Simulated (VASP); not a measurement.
Wanted: the native input for a VASP 6.6.1 run.

```
Task                   : single point
Functional             : r2SCAN
Potentials or basis    : VASP PAW PBE potentials, release 64 (Ta_pv, C)
Cutoff                 : 520 eV
k mesh                 : 18 × 18 × 8
Occupations            : gaussian, width 0.1 eV
Spin                   : no spin polarisation
Dipole correction      : no
Further INCAR settings : ALGO = Normal; EDIFF = 1e-06; NBANDS = 20
```

Ta2C:

```xyz
3
Lattice="3.1059 0.0000 0.0000 -1.5530 2.6898 0.0000 0.0000 0.0000 4.9464" Properties=species:S:1:pos:R:3 pbc="T T T"
Ta    0.0000    1.7932    1.2545
Ta    1.5530    0.8966    3.6919
C     0.0000    0.0000    0.0000
```

One way to write it, as run:

POSCAR

```
Ta2C
1.0
    3.1059007354      0.0000000000      0.0000000000
   -1.5529503677      2.6897889385      0.0000000000
    0.0000000000      0.0000000000      4.9464000000
Ta C
2 1
Direct
    0.3333333333      0.6666666667      0.2536092513
    0.6666666667      0.3333333333      0.7463907487
    0.0000000000      0.0000000000      0.0000000000
```

INCAR.step1

```
PREC = Accurate ; ENCUT = 520
ISMEAR = 0 ; SIGMA = 0.1
LREAL = False ; LASPH = True
NELM = 100 ; NBANDS = 20
GGA = PE ; ALGO = Normal
EDIFF = 1E-4 ; LWAVE = True
LCHARG = False
```

INCAR.step2

```
PREC = Accurate ; ENCUT = 520
EDIFF = 1E-6 ; ISMEAR = 0
SIGMA = 0.1 ; LREAL = False
LASPH = True ; NELM = 100
ALGO = Normal ; ISIF = 2
LWAVE = False ; LCHARG = True
METAGGA = R2SCAN ; LMIXTAU = True
LELF = True ; LVHAR = True
NBANDS = 20 ; ISTART = 1
```

KPOINTS

```
Automatic mesh
0
Gamma
  18 18 8
```

Potentials or basis: VASP PAW PBE potentials, release 64 (Ta_pv, C).

The run is started by

```bash
$ cat potpaw_PBE.64/Ta_pv/POTCAR potpaw_PBE.64/C/POTCAR > POTCAR
$ cp INCAR.step1 INCAR
$ mpirun -np 1 vasp_std > vasp.out
$ cp INCAR.step2 INCAR
$ mpirun -np 1 vasp_std > vasp.out
```

It gave:

```json
{
  "Pressure": "1.4 GPa",
  "Largest force": "0.049 eV/Å",
  "Band gap on the k mesh": "zero (bands 13 and 14 overlap by 0.74 eV)"
}
```

Caveat: the PAW data sets were made with another functional, which shifts forces and pressure a little; spin-orbit coupling is left out, which moves the levels of the heavy elements.

It took 12 min on 1 thread of Intel(R) Xeon(R) Platinum 8259CL CPU @ 2.50GHz (Skylake/Cascade Lake), on a shared host, peak memory 0.32 GiB.
